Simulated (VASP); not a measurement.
# Be (P6_3/mmc) in VASP: further runs

Be is run at these levels: r2SCAN; tasks: single point.

All numbers are computed with VASP 6.6.1; they aren't measurements. Logs are shortened: lines on timing, memory, paths and dates and some standing lists are left out, and cuts for length are marked.

## (1) The cell of the first run

The structure is hexagonal, space group P6_3/mmc (No. 194). Conventional cell: a = 2.164 Å, b = 2.164 Å, c = 3.431 Å, α = 90.00°, β = 90.00°, γ = 120.00°. Be (site symmetry -6m2) has 12 Be at 2.12 to 2.16 Å within 2.8 Å.

## (2) Single point, r2SCAN (6.96 Å³/atom)

Input file POSCAR:

```
Be
1.0
    2.1640160691      0.0000000000      0.0000000000
   -1.0820080346      1.8740928901      0.0000000000
    0.0000000000      0.0000000000      3.4307006376
Be
2
Direct
    0.3333333333      0.6666666667      0.2500000000
    0.6666666667      0.3333333333      0.7500000000
```

Input file INCAR.step1:

```
SYSTEM = Be
ALGO = Normal
EDIFF = 1E-4
ENCUT = 520
GGA = PE
ISMEAR = 0
LASPH = .TRUE.
LCHARG = .FALSE.
LREAL = .FALSE.
LWAVE = .TRUE.
NBANDS = 9
NELM = 60
PREC = Accurate
SIGMA = 0.1
```

Input file INCAR.step2:

```
SYSTEM = Be
ALGO = Normal
EDIFF = 1E-7
ENCUT = 520
ISIF = 2
ISMEAR = 0
ISTART = 1
LASPH = .TRUE.
LCHARG = .FALSE.
LMIXTAU = .TRUE.
LREAL = .FALSE.
LWAVE = .FALSE.
METAGGA = R2SCAN
NBANDS = 9
NELM = 60
PREC = Accurate
SIGMA = 0.1
```

Input file KPOINTS:

```
k-points
0
G
  21 21 12
  0 0 0
```

Potentials or basis: VASP PAW PBE potentials, release 64 (Be).

The run is started by

```bash
$ cat potpaw_PBE.64/Be/POTCAR > POTCAR
$ cp INCAR.step1 INCAR
$ mpirun -np 1 vasp_std > vasp.out
$ cp INCAR.step2 INCAR
$ mpirun -np 1 vasp_std > vasp.out
```

OUTCAR:

```text
SYSTEM = Be
   EDIFF = 1E-7
   ENCUT = 520
   ISIF = 2
   ISMEAR = 0
   ISTART = 1
   LASPH = .TRUE.
   LREAL = .FALSE.
   METAGGA = R2SCAN
   NELM = 60
   PREC = Accurate

 ion  position               nearest neighbor table
   1  0.333  0.667  0.250-   2 2.12   2 2.12   2 2.12   2 2.12   2 2.12   2 2.12
   2  0.667  0.333  0.750-   1 2.12   1 2.12   1 2.12   1 2.12   1 2.12   1 2.12

  LATTYP: Found a hexagonal cell.
 ALAT       =     2.1640160691
 C/A-ratio  =     1.5853397239

  Lattice vectors:

 A1 = (   2.1640160691,   0.0000000000,   0.0000000000)
 A2 = (  -1.0820080346,   1.8740928901,   0.0000000000)
 A3 = (   0.0000000000,   0.0000000000,   3.4307006376)

Analysis of symmetry for initial positions (statically):
=====================================================================
 Subroutine PRICEL returns:
 Original cell was already a primitive cell.

 Routine SETGRP: Setting up the symmetry group for a
 hexagonal supercell.

 Subroutine GETGRP returns: Found 24 space group operations
 (whereof 12 operations were pure point group operations)
 out of a pool of 24 trial point group operations.

The static configuration has the point symmetry D_3d.
 The point group associated with its full space group is D_6h.

Analysis of symmetry for dynamics (positions and initial velocities):
=====================================================================
 Subroutine PRICEL returns:
 Original cell was already a primitive cell.

 Routine SETGRP: Setting up the symmetry group for a
 hexagonal supercell.

 Subroutine GETGRP returns: Found 24 space group operations
 (whereof 12 operations were pure point group operations)
 out of a pool of 24 trial point group operations.

The dynamic configuration has the point symmetry D_3d.
 The point group associated with its full space group is D_6h.

 Subroutine INISYM returns: Found 24 space group operations
 (whereof 12 operations are pure point group operations),
 and found     1 'primitive' translations

----------------------------------------------------------------------------------------

                                     Primitive cell

  volume of cell :      13.9134

  direct lattice vectors                    reciprocal lattice vectors
     2.164016069  0.000000000  0.000000000     0.462103777  0.266795740  0.000000000
    -1.082008035  1.874092890  0.000000000     0.000000000  0.533591481  0.000000000
     0.000000000  0.000000000  3.430700638     0.000000000  0.000000000  0.291485648

  length of vectors
     2.164016069  2.164016069  3.430700638     0.533591481  0.533591481  0.291485648

  position of ions in fractional coordinates (direct lattice)
     0.333333333  0.666666667  0.250000000
     0.666666667  0.333333333  0.750000000

  ion indices of the primitive-cell ions
   primitive index   ion index
                 1           1
                 2           2

----------------------------------------------------------------------------------------

 KPOINTS: k-points

Automatic generation of k-mesh.
 Grid dimensions read from file:
 generate k-points for:   21   21   12

 Generating k-lattice:

  Cartesian coordinates                     Fractional coordinates (reciprocal lattice)
     0.022004942  0.012704559  0.000000000     0.047619048  0.000000000  0.000000000
     0.000000000  0.025409118  0.000000000     0.000000000  0.047619048  0.000000000
     0.000000000  0.000000000  0.024290471     0.000000000  0.000000000  0.083333333

  Length of vectors
     0.025409118  0.025409118  0.024290471

  Shift w.r.t. Gamma in fractional coordinates (k-lattice)
     0.000000000  0.000000000  0.000000000

 Subroutine IBZKPT returns following result:
 ===========================================

 Found    336 irreducible k-points:

 Following reciprocal coordinates:
            Coordinates               Weight
  0.000000  0.000000  0.000000      1.000000
  0.047619 -0.000000  0.000000      6.000000
  0.095238  0.000000  0.000000      6.000000
  0.142857  0.000000  0.000000      6.000000
  0.190476  0.000000  0.000000      6.000000
  0.238095  0.000000  0.000000      6.000000
[... 16 lines left out ...]
  0.142857  0.095238  0.000000     12.000000
  0.190476  0.095238  0.000000     12.000000
 [... further k-points ...]
   k-points           NKPTS =    336   k-points in BZ     NKDIM =    336   number of bands    NBANDS=      9
   number of dos      NEDOS =    301   number of ions     NIONS =      2
   total plane-waves  NPLWV =   7168
   dimension x,y,z NGX =    16 NGY =   16 NGZ =   28
   dimension x,y,z NGXF=    32 NGYF=   32 NGZF=   56
   ions per type =               2
   NGX,Y,Z   is equivalent  to a cutoff of  12.29, 12.29, 13.57 a.u.
   NGXF,Y,Z  is equivalent  to a cutoff of  24.58, 24.58, 27.14 a.u.
 SYSTEM =  Be
   PREC   = accura    normal or accurate (medium, high low for compatibility)
   ISTART =      1    job   : 0-new  1-cont  2-samecut
   ICHARG =      0    charge: 1-file 2-atom 10-const
   ISPIN  =      1    spin polarized calculation?
   LNONCOLLINEAR =      F non collinear calculations
   LSORBIT =      F    spin-orbit coupling
   LASPH  =      T    aspherical Exc in radial PAW
   ENCUT  =  520.0 eV  38.22 Ry    6.18 a.u.   4.02  4.02  6.38*2*pi/ulx,y,z
   NELM   =     60;   NELMIN=  2; NELMDL=  0     # of ELM steps
   EDIFF  = 0.1E-06   stopping-criterion for ELM
   LREAL  =      F    real-space projection
   EDIFFG = 0.1E-05   stopping-criterion for IOM
   NSW    =      0    number of steps for IOM
   IBRION =     -1    ionic relax: 0-MD 1-quasi-New 2-CG
   NFREE  =      0    steps in history (QN), initial steepest desc. (CG)
   ISIF   =      2    stress and relaxation
   ISYM   =      2    0-nonsym 1-usesym 2-fastsym
   POTIM  = 0.5000    time-step for ionic-motion
   TEBEG  =    0.0;   TEEND  =   0.0 temperature during run
   PSTRESS=    0.0 pullay stress
   NELECT =       4.0000    total number of electrons
   NUPDOWN=      -1.0000    fix difference up-down
   EMIN   =  10.00;   EMAX   =-10.00  energy-range for DOS
   EFERMI =   0.00;   METHOD = LEGACY
   ISMEAR =     0;   SIGMA  =   0.10  broadening in eV -4-tet -1-fermi 0-gaus
   EFERMI_NEDOS =   21; number of points for ismear=-14 and -15
   IALGO  =     38    algorithm
   IMIX   =      4    mixing-type and parameters
     AMIX     =   0.40;   BMIX     =  1.00
     AMIX_MAG =   1.60;   BMIX_MAG =  1.00
  volume/ion in A,a.u.               =       6.96        46.95
  Fermi-wavevector in a.u.,A,eV,Ry     =   1.080480  2.041811 15.883942  1.167437
  Thomas-Fermi vector in A             =   2.216472
   LORBIT       =      0    0 simple, 1 ext, 2 COOP (PROOUT), +10 PAW based schemes
   METAGGA = R2SCAN    functional components
   LHFCALC =     F    Hartree Fock is set to
   AEXX    =    0.0000 exact exchange contribution
   IVDW    =     0    specifies the selected vdW correction
   LEPSILON=     F    determine dielectric tensor
   LRPA    =     F    only Hartree local field effects (RPA)
 non-spin polarized calculation
 Gauss-broadening in eV      SIGMA  =   0.10
  energy-cutoff  :      520.00
  volume of cell :       13.91
 maximum number of plane-waves:       384
   NGX =  9   NGY =  9   NGZ = 13

 number of electron       4.0000000 magnetization

 Free energy of the ion-electron system (eV)
  ---------------------------------------------------
  ext. energy  EPLUGINS =         0.00000000
  ---------------------------------------------------
  free energy    TOTEN  =        -8.56861090 eV

  energy without entropy =       -8.56737276  energy(sigma->0) =       -8.56799183

 E-fermi :   8.2707     XC(G=0): -11.7161

 val. band max:        8.2533424134   @ k =   0.3333   0.0476   0.0000
 cond. band min:       8.3263778292   @ k =   0.3333   0.2857   0.0833
 fundamental gap:      0.0730354159
 Fermi energy:         8.2706903147

 k-point     1 :       0.0000    0.0000    0.0000
  band No.  band energies     occupation
      1      -4.7660      2.00000
      2       2.8962      2.00000
      3       9.6267      0.00000
      4      27.4586      0.00000
      5      27.4586      0.00000
      6      30.7152      0.00000
      7      30.7152      0.00000
      8      33.0727      0.00000
      9      39.0733      0.00000

 k-point     2 :       0.0476   -0.0000    0.0000
  band No.  band energies     occupation
      1      -4.6921      2.00000
      2       2.9959      2.00000
      3       9.6442      0.00000
      4      26.7572      0.00000
      5      26.9083      0.00000
      6      30.7382      0.00000
      7      31.0572      0.00000
      8      32.9371      0.00000
      9      37.9102      0.00000

 k-point     3 :       0.0952    0.0000    0.0000
  band No.  band energies     occupation
      1      -4.4704      2.00000
      2       3.2946      2.00000
      3       9.6934      0.00000
      4      25.0105      0.00000
      5      25.7739      0.00000
      6      30.7609      0.00000
      7      31.4979      0.00000
      8      32.4612      0.00000
      9      35.8713      0.00000

 k-point     4 :       0.1429    0.0000    0.0000
  band No.  band energies     occupation
      1      -4.1005      2.00000
      2       3.7919      2.00000
      3       9.7609      0.00000
      4      22.7975      0.00000
      5      24.5358      0.00000
      6      30.6808      0.00000
      7      31.4493      0.00000
      8      31.5187      0.00000
      9      33.6109      0.00000
[... 205 lines left out ...]
 k-point    22 :       0.0952    0.0952    0.0000
  band No.  band energies     occupation
      1      -3.8782      2.00000
      2       4.0900      2.00000
      3       9.8035      0.00000
      4      22.1691      0.00000
      5      23.1615      0.00000
      6      30.6733      0.00000
      7      30.9178      0.00000
      8      31.0507      0.00000
      9      34.6916      0.00000

 k-point    23 :       0.1429    0.0952    0.0000
  band No.  band energies     occupation
      1      -3.3591      2.00000
      2       4.7841      2.00000
      3       9.8646      0.00000
      4      20.0604      0.00000
      5      21.9273      0.00000
      6      29.3954      0.00000
      7      29.9369      0.00000
      8      30.3686      0.00000
      9      34.0192      0.00000

 k-point    24 :       0.1905    0.0952    0.0000
  band No.  band energies     occupation
      1      -2.6913      2.00000
      2       5.6736      2.00000
      3       9.8569      0.00000
      4      17.9681      0.00000
      5      20.8439      0.00000
      6      27.3533      0.00000
      7      28.4841      0.00000
      8      29.7861      0.00000
      9      33.5160      0.00000

 [... further k-points ...]

------------------------ aborting loop because EDIFF is reached ----------------------------------------

  FORCE on cell =-STRESS in cart. coord.  units (eV):
  Direction    XX          YY          ZZ          XY          YZ          ZX
  --------------------------------------------------------------------------------------
  -------------------------------------------------------------------------------------
  Total        1.7221155      1.7221155      1.7387808     -0.0000000      0.0000000     -0.0000000
  in kB      198.3071855    198.3071856    200.2262420     -0.0000000      0.0000000     -0.0000000
  external PRESSURE =     198.9468710 kB  Pullay stress =       0.0000000 kB

 VOLUME and BASIS-vectors are now :
 -----------------------------------------------------------------------------
  energy-cutoff  :      520.00
  volume of cell :       13.91
      direct lattice vectors                 reciprocal lattice vectors
     2.164016069  0.000000000  0.000000000     0.462103777  0.266795740  0.000000000
    -1.082008035  1.874092890  0.000000000     0.000000000  0.533591481  0.000000000
     0.000000000  0.000000000  3.430700638     0.000000000  0.000000000  0.291485648

 POSITION                                       TOTAL-FORCE (eV/Angst)
 -----------------------------------------------------------------------------------
     -0.00000      1.24940      0.85768        -0.000000      0.000000      0.000000
      1.08201      0.62470      2.57303         0.000000     -0.000000      0.000000
 -----------------------------------------------------------------------------------
    total drift:                                0.000000     -0.000000      0.000000

  FREE ENERGIE OF THE ION-ELECTRON SYSTEM (eV)
  ---------------------------------------------------
  free  energy   TOTEN  =        -8.5686108964 eV

  energy  without entropy=       -8.5673727568  energy(sigma->0) =       -8.56799183
```

Run time: 98 s. Hardware: 1 thread of Intel Xeon 8259CL, shared host; peak memory 0.15 GiB.

What came out:

| Quantity | Value |
| --- | --- |
| Free energy | -8.5686 eV |
| Pressure | 19.9 GPa |
| Band gap on the k mesh | zero (bands 2 and 3 overlap by 2.36 eV) |

Caveat: the cell stands under pressure; the PAW data sets were made with another functional, which shifts forces and pressure a little.

## (3) Single point, r2SCAN (7.19 Å³/atom)

This run uses another cell than the first one, of 7.19 Å³/atom.

Input file POSCAR:

```
Be
1.0
    2.1891423773      0.0000000000      0.0000000000
   -1.0945711886      1.8958529112      0.0000000000
    0.0000000000      0.0000000000      3.4666858668
Be
2
Direct
    0.3333333333      0.6666666667      0.2500000000
    0.6666666667      0.3333333333      0.7500000000
```

Input file INCAR.step1:

```
PREC = Accurate
ENCUT = 520
ISMEAR = 0
SIGMA = 0.1
LREAL = F
LASPH = T
NELM = 80
NBANDS = 9
GGA = PE
ALGO = Normal
EDIFF = 1E-4
LWAVE = T
LCHARG = F
```

Input file INCAR.step2:

```
PREC = Accurate
ENCUT = 520
EDIFF = 1E-6
ISMEAR = 0
SIGMA = 0.1
LREAL = F
LASPH = T
NELM = 80
ALGO = Normal
ISIF = 2
LWAVE = F
LCHARG = F
METAGGA = R2SCAN
LMIXTAU = T
NBANDS = 9
ISTART = 1
```

Input file KPOINTS:

```
Automatic mesh
0
Gamma
  21 21 12
```

Potentials or basis: VASP PAW PBE potentials, release 64 (Be).

The run is started by

```bash
$ cat potpaw_PBE.64/Be/POTCAR > POTCAR
$ cp INCAR.step1 INCAR
$ mpirun -np 1 vasp_std > vasp.out
$ cp INCAR.step2 INCAR
$ mpirun -np 1 vasp_std > vasp.out
```

Run time: 96 s. Hardware: 1 thread of Intel Xeon 8259CL, shared host; peak memory 0.15 GiB.

Results (log left out):

- Free energy: -8.6186 eV
- Pressure: 13.9 GPa
- Band gap on the k mesh: zero (bands 2 and 3 overlap by 2.32 eV)

Stress tensor (GPa, compression positive):
```
13.89  0.00  0.00
 0.00 13.89  0.00
 0.00  0.00 14.05
```

Levels at points of the mesh, in eV from the Fermi level:
```csv
k point,band 1,band 2,band 3,band 4,band 5,band 6,band 7
"(0.00, 0.00, 0.00)",-12.84,-5.23,1.25,18.69,18.69,21.88,21.88
"(0.00, 0.00, 0.50)",-10.44,-10.44,12.01,12.01,20.61,20.61,20.61
```

Caveat: the cell stands under pressure; the PAW data sets were made with another functional, which shifts forces and pressure a little.
